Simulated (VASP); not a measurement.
# WSe2 in VASP: a series of runs

WSe2 is run at these levels: LDA; tasks: single point.

All numbers are computed with VASP 6.6.1; they aren't measurements. Logs are shortened: lines on timing, memory, paths and dates and some standing lists are left out, and cuts for length are marked.

## Step 1: The cell of the first run

The cell holds a slab with vacuum, 3 atoms: a = 3.503 Å, b = 3.503 Å, c = 14.948 Å, α = 90.00°, β = 90.00°, γ = 120.00°.

## Step 2: Single point, LDA

File INCAR:

```
  PREC = Accurate
  ENCUT = 500
  EDIFF = 1E-6
  ISMEAR = 0
  SIGMA = 0.05
  LREAL = F
  LASPH = T
  NELM = 120
  ALGO = Normal
  ISIF = 2
  LWAVE = F
  LCHARG = T
  LELF = T
  LVHAR = T
  NBANDS = 20
  GGA_COMPAT = F
```

File KPOINTS:

```
regular mesh
0
Gamma
  12 12 2
```

File POSCAR:

```
WSe2
1.0
    3.5026378621      0.0000000000      0.0000000000
   -1.7513189311      3.0333733688      0.0000000000
    0.0000000000      0.0000000000     14.9476362673
W Se
1 2
Direct
    0.0000000000      0.0000000000      0.0000000000
    0.3333333333      0.6666666667      0.0997865200
    0.3333333333      0.6666666667      0.9002134800
```

Potentials or basis: VASP PAW LDA potentials, release 64 (W_sv, Se).

Launch:

```sh
$ cat potpaw_LDA.64/W_sv/POTCAR potpaw_LDA.64/Se/POTCAR > POTCAR
$ mpirun -np 1 vasp_std > vasp.out
```

OUTCAR:

```text
PREC = Accurate
   ENCUT = 500
   EDIFF = 1E-6
   ISMEAR = 0
   LREAL = F
   LASPH = T
   NELM = 120
   ISIF = 2

 ion  position               nearest neighbor table
   1  0.000  0.000  0.000-   2 2.51   3 2.51   2 2.51   3 2.51   2 2.51   3 2.51
   2  0.333  0.667  0.100-   1 2.51   1 2.51   1 2.51
   3  0.333  0.667  0.900-   1 2.51   1 2.51   1 2.51

  LATTYP: Found a hexagonal cell.
 ALAT       =     3.5026378621
 C/A-ratio  =     4.2675368839

  Lattice vectors:

 A1 = (   3.5026378621,   0.0000000000,   0.0000000000)
 A2 = (  -1.7513189311,   3.0333733688,   0.0000000000)
 A3 = (   0.0000000000,   0.0000000000,  14.9476362673)

Analysis of symmetry for initial positions (statically):
=====================================================================
 Subroutine PRICEL returns:
 Original cell was already a primitive cell.

 Routine SETGRP: Setting up the symmetry group for a
 hexagonal supercell.

 Subroutine GETGRP returns: Found 12 space group operations
 (whereof 12 operations were pure point group operations)
 out of a pool of 24 trial point group operations.

The static configuration has the point symmetry D_3h.

Analysis of symmetry for dynamics (positions and initial velocities):
=====================================================================
 Subroutine PRICEL returns:
 Original cell was already a primitive cell.

 Routine SETGRP: Setting up the symmetry group for a
 hexagonal supercell.

 Subroutine GETGRP returns: Found 12 space group operations
 (whereof 12 operations were pure point group operations)
 out of a pool of 24 trial point group operations.

The dynamic configuration has the point symmetry D_3h.

 Subroutine INISYM returns: Found 12 space group operations
 (whereof 12 operations are pure point group operations),
 and found     1 'primitive' translations

----------------------------------------------------------------------------------------

                                     Primitive cell

  volume of cell :     158.8158

  direct lattice vectors                    reciprocal lattice vectors
     3.502637862  0.000000000  0.000000000     0.285499112  0.164832989  0.000000000
    -1.751318931  3.033373369  0.000000000     0.000000000  0.329665979  0.000000000
     0.000000000  0.000000000 14.947636267     0.000000000  0.000000000  0.066900210

  length of vectors
     3.502637862  3.502637862 14.947636267     0.329665979  0.329665979  0.066900210

  position of ions in fractional coordinates (direct lattice)
     0.000000000  0.000000000  0.000000000
     0.333333333  0.666666667  0.099786520
     0.333333333  0.666666667  0.900213480

  ion indices of the primitive-cell ions
   primitive index   ion index
                 1           1
                 2           2
                 3           3

----------------------------------------------------------------------------------------

 KPOINTS: regular mesh

Automatic generation of k-mesh.
 Grid dimensions read from file:
 generate k-points for:   12   12    2

 Generating k-lattice:

  Cartesian coordinates                     Fractional coordinates (reciprocal lattice)
     0.023791593  0.013736082  0.000000000     0.083333333  0.000000000  0.000000000
     0.000000000  0.027472165  0.000000000     0.000000000  0.083333333  0.000000000
     0.000000000  0.000000000  0.033450105     0.000000000  0.000000000  0.500000000

  Length of vectors
     0.027472165  0.027472165  0.033450105

  Shift w.r.t. Gamma in fractional coordinates (k-lattice)
     0.000000000  0.000000000  0.000000000

 Subroutine IBZKPT returns following result:
 ===========================================

 Found     38 irreducible k-points:

 Following reciprocal coordinates:
            Coordinates               Weight
  0.000000  0.000000  0.000000      1.000000
  0.083333  0.000000  0.000000      6.000000
  0.166667  0.000000  0.000000      6.000000
  0.250000  0.000000  0.000000      6.000000
  0.333333  0.000000  0.000000      6.000000
  0.416667  0.000000  0.000000      6.000000
[... 16 lines left out ...]
  0.250000  0.000000  0.500000      6.000000
  0.333333  0.000000  0.500000      6.000000
 [... further k-points ...]
   k-points           NKPTS =     38   k-points in BZ     NKDIM =     38   number of bands    NBANDS=     20
   number of dos      NEDOS =    301   number of ions     NIONS =      3
   total plane-waves  NPLWV =  87808
   dimension x,y,z NGX =    28 NGY =   28 NGZ =  112
   dimension x,y,z NGXF=    56 NGYF=   56 NGZF=  224
   ions per type =               1   2
   NGX,Y,Z   is equivalent  to a cutoff of  13.29, 13.29, 12.46 a.u.
   NGXF,Y,Z  is equivalent  to a cutoff of  26.58, 26.58, 24.91 a.u.
 SYSTEM =  unknown system
   PREC   = accura    normal or accurate (medium, high low for compatibility)
   ISTART =      0    job   : 0-new  1-cont  2-samecut
   ICHARG =      2    charge: 1-file 2-atom 10-const
   ISPIN  =      1    spin polarized calculation?
   LNONCOLLINEAR =      F non collinear calculations
   LSORBIT =      F    spin-orbit coupling
   LASPH  =      T    aspherical Exc in radial PAW
   ENCUT  =  500.0 eV  36.75 Ry    6.06 a.u.   6.39  6.39 27.25*2*pi/ulx,y,z
   NELM   =    120;   NELMIN=  2; NELMDL= -5     # of ELM steps
   EDIFF  = 0.1E-05   stopping-criterion for ELM
   LREAL  =      F    real-space projection
   EDIFFG = 0.1E-04   stopping-criterion for IOM
   NSW    =      0    number of steps for IOM
   IBRION =     -1    ionic relax: 0-MD 1-quasi-New 2-CG
   NFREE  =      0    steps in history (QN), initial steepest desc. (CG)
   ISIF   =      2    stress and relaxation
   ISYM   =      2    0-nonsym 1-usesym 2-fastsym
   POTIM  = 0.5000    time-step for ionic-motion
   TEBEG  =    0.0;   TEEND  =   0.0 temperature during run
   PSTRESS=    0.0 pullay stress
   NELECT =      26.0000    total number of electrons
   NUPDOWN=      -1.0000    fix difference up-down
   EMIN   =  10.00;   EMAX   =-10.00  energy-range for DOS
   EFERMI =   0.00;   METHOD = LEGACY
   ISMEAR =     0;   SIGMA  =   0.05  broadening in eV -4-tet -1-fermi 0-gaus
   EFERMI_NEDOS =   21; number of points for ismear=-14 and -15
   IALGO  =     38    algorithm
   IMIX   =      4    mixing-type and parameters
     AMIX     =   0.40;   BMIX     =  1.00
     AMIX_MAG =   1.60;   BMIX_MAG =  1.00
  volume/ion in A,a.u.               =      52.94       357.25
  Fermi-wavevector in a.u.,A,eV,Ry     =   0.895574  1.692389 10.912587  0.802053
  Thomas-Fermi vector in A             =   2.017923
   LORBIT       =      0    0 simple, 1 ext, 2 COOP (PROOUT), +10 PAW based schemes
   GGA     = CA    functional components
   LHFCALC =     F    Hartree Fock is set to
   AEXX    =    0.0000 exact exchange contribution
   IVDW    =     0    specifies the selected vdW correction
   LEPSILON=     F    determine dielectric tensor
   LRPA    =     F    only Hartree local field effects (RPA)
 non-spin polarized calculation
 Gauss-broadening in eV      SIGMA  =   0.05
  energy-cutoff  :      500.00
  volume of cell :      158.82
 maximum number of plane-waves:      4071
 NGX is ok and might be reduce to    28

 number of electron      25.9999996 magnetization

 Free energy of the ion-electron system (eV)
  ---------------------------------------------------
  ext. energy  EPLUGINS =         0.00000000
  ---------------------------------------------------
  free energy    TOTEN  =       -23.51385583 eV

  energy without entropy =      -23.51331534  energy(sigma->0) =      -23.51358559

 E-fermi :  -0.7272     XC(G=0):  -5.0268

 val. band max:       -0.8445469386   @ k =   0.0833   0.0000   0.5000
 cond. band min:      -0.7141046276   @ k =   0.0000   0.0000   0.0000
 fundamental gap:      0.1304423110
 Fermi energy:        -0.7271665893

 k-point     1 :       0.0000    0.0000    0.0000
  band No.  band energies     occupation
      1     -74.9394      2.00000
      2     -39.4213      2.00000
      3     -39.4213      2.00000
      4     -39.3435      2.00000
      5     -15.9809      2.00000
      6     -14.1480      2.00000
[... 12 lines left out ...]
     19       3.9876      0.00000
     20       4.3992      0.00000

 k-point     2 :       0.0833    0.0000    0.0000
  band No.  band energies     occupation
      1     -74.9391      2.00000
      2     -39.4304      2.00000
      3     -39.4234      2.00000
      4     -39.3417      2.00000
      5     -15.8972      2.00000
      6     -14.1216      2.00000
[... 12 lines left out ...]
     19       4.1408      0.00000
     20       4.5295      0.00000

 k-point     3 :       0.1667    0.0000    0.0000
  band No.  band energies     occupation
      1     -74.9383      2.00000
      2     -39.4549      2.00000
      3     -39.4291      2.00000
      4     -39.3369      2.00000
      5     -15.6602      2.00000
      6     -14.0469      2.00000
[... 12 lines left out ...]
     19       4.6573      0.00000
     20       4.8573      0.00000

 k-point     4 :       0.2500    0.0000    0.0000
  band No.  band energies     occupation
      1     -74.9372      2.00000
      2     -39.4882      2.00000
      3     -39.4368      2.00000
      4     -39.3304      2.00000
      5     -15.3133      2.00000
      6     -13.9390      2.00000
[... 12 lines left out ...]
     19       5.3264      0.00000
     20       5.4501      0.00000

 k-point     5 :       0.3333    0.0000    0.0000
  band No.  band energies     occupation
      1     -74.9360      2.00000
      2     -39.5212      2.00000
      3     -39.4445      2.00000
      4     -39.3238      2.00000
      5     -14.9326      2.00000
      6     -13.8232      2.00000
[... 12 lines left out ...]
     19       5.4582      0.00000
     20       5.8186      0.00000
[... 353 lines left out ...]
      6     -14.1216      2.00000
[... 12 lines left out ...]
     19       4.1182      0.00000
     20       4.4780      0.00000

 k-point    22 :       0.1667    0.0000    0.5000
  band No.  band energies     occupation
      1     -74.9383      2.00000
      2     -39.4549      2.00000
      3     -39.4291      2.00000
      4     -39.3369      2.00000
      5     -15.6602      2.00000
      6     -14.0469      2.00000
[... 12 lines left out ...]
     19       4.4530      0.00000
     20       4.9580      0.00000

 k-point    23 :       0.2500    0.0000    0.5000
  band No.  band energies     occupation
      1     -74.9372      2.00000
      2     -39.4882      2.00000
      3     -39.4368      2.00000
      4     -39.3304      2.00000
      5     -15.3133      2.00000
      6     -13.9390      2.00000
[... 12 lines left out ...]
     19       4.9699      0.00000
     20       5.6167      0.00000

 k-point    24 :       0.3333    0.0000    0.5000
  band No.  band energies     occupation
      1     -74.9360      2.00000
      2     -39.5212      2.00000
      3     -39.4445      2.00000
      4     -39.3238      2.00000
      5     -14.9326      2.00000
      6     -13.8232      2.00000
[... 12 lines left out ...]
     19       5.5659      0.00000
     20       5.5959      0.00000

 [... further k-points ...]

------------------------ aborting loop because EDIFF is reached ----------------------------------------

  FORCE on cell =-STRESS in cart. coord.  units (eV):
  Direction    XX          YY          ZZ          XY          YZ          ZX
  --------------------------------------------------------------------------------------
  -------------------------------------------------------------------------------------
  Total       -3.9963426     -3.9963426      5.2196763      0.0000000     -0.0000000     -0.0000000
  in kB      -40.3162068    -40.3162068     52.6575348      0.0000000     -0.0000000     -0.0000000
  external PRESSURE =      -9.3249596 kB  Pullay stress =       0.0000000 kB

 VOLUME and BASIS-vectors are now :
 -----------------------------------------------------------------------------
  energy-cutoff  :      500.00
  volume of cell :      158.82
      direct lattice vectors                 reciprocal lattice vectors
     3.502637862  0.000000000  0.000000000     0.285499112  0.164832989  0.000000000
    -1.751318931  3.033373369  0.000000000     0.000000000  0.329665979  0.000000000
     0.000000000  0.000000000 14.947636267     0.000000000  0.000000000  0.066900210

 POSITION                                       TOTAL-FORCE (eV/Angst)
 -----------------------------------------------------------------------------------
      0.00000      0.00000      0.00000        -0.000000      0.000000      0.000000
     -0.00000      2.02225      1.49157        -0.000000     -0.000000      1.753908
     -0.00000      2.02225     13.45606         0.000000     -0.000000     -1.753908
 -----------------------------------------------------------------------------------
    total drift:                                0.000000     -0.000000     -0.000000

  FREE ENERGIE OF THE ION-ELECTRON SYSTEM (eV)
  ---------------------------------------------------
  free  energy   TOTEN  =       -23.5138558303 eV

  energy  without entropy=      -23.5133153439  energy(sigma->0) =      -23.51358559
```

Run time: 4.5 min. Hardware: 1 thread of Intel Xeon 8259CL, shared host; peak memory 0.29 GiB.

What came out:

```
Free energy   : -23.5139 eV
Largest force : 1.754 eV/Å
```

Forces on the atoms (eV/Å):
```
W    0.000  0.000  0.000
Se   0.000  0.000  1.754
Se   0.000  0.000 -1.754
```

Caveat: spin-orbit coupling is left out, which moves the levels of the heavy elements.

## Step 3: Single point, LDA

This run uses another cell than the first one, of the same volume but with other edges.

File INCAR:

```
PREC     = Accurate       # precision mode
ENCUT    = 500            # plane-wave cutoff, eV
EDIFF    = 1E-6           # SCF threshold, eV
ISMEAR   = 0              # smearing method
SIGMA    = 0.05           # smearing width, eV
LREAL    = F              # projectors in reciprocal space
LASPH    = T              # aspherical terms in the spheres
NELM     = 120            # most SCF steps
ALGO     = Normal         # electronic algorithm
ISIF     = 2              # what is computed and relaxed
LWAVE    = F              # write WAVECAR
LCHARG   = F              # write CHGCAR
NBANDS   = 20             # bands
GGA_COMPAT= F
```

File KPOINTS:

```
Automatic mesh
0
Gamma
  12 12 2
```

File POSCAR:

```
WSe2
1.0
    3.1222988167      0.0000000000      0.0000000000
   -1.5611494084      2.7039900934      0.0000000000
    0.0000000000      0.0000000000     18.8110946297
W Se
1 2
Direct
    0.0000000000      0.0000000000      0.0000000000
    0.3333333333      0.6666666667      0.0997865200
    0.3333333333      0.6666666667      0.9002134800
```

Potentials or basis: VASP PAW LDA potentials, release 64 (W_sv, Se).

Launch:

```sh
$ cat potpaw_LDA.64/W_sv/POTCAR potpaw_LDA.64/Se/POTCAR > POTCAR
$ mpirun -np 1 vasp_std > vasp.out
```

Wall time 4.5 min (1 thread of Intel Xeon 8259CL, shared host); peak memory 0.28 GiB.

It converged, with:

| Item | Value |
| --- | --- |
| Free energy | -23.5737 eV |
| Largest force | 2.345 eV/Å |
| Band gap on the k mesh | 0.95 eV (least direct gap 1.34 eV) |

Forces on the atoms (eV/Å):
```
W    0.000  0.000  0.000
Se   0.000  0.000 -2.345
Se   0.000  0.000  2.345
```

Levels at points of the mesh, in eV from the valence-band top:
```
           k point  band 11  band 12  band 13  band 14  band 15  band 16
(0.00, 0.00, 0.00)    -1.30    -0.05    -0.05     3.33     3.33     3.48
(0.50, 0.00, 0.00)    -2.09    -1.13     0.00     2.47     3.36     3.37
(0.00, 0.00, 0.50)    -1.30    -0.05    -0.05     3.33     3.33     3.48
(0.50, 0.00, 0.50)    -2.09    -1.13     0.00     2.47     3.36     3.37
```

Caveat: spin-orbit coupling is left out, which moves the levels of the heavy elements.

(Part 1 of 2 ends here.)
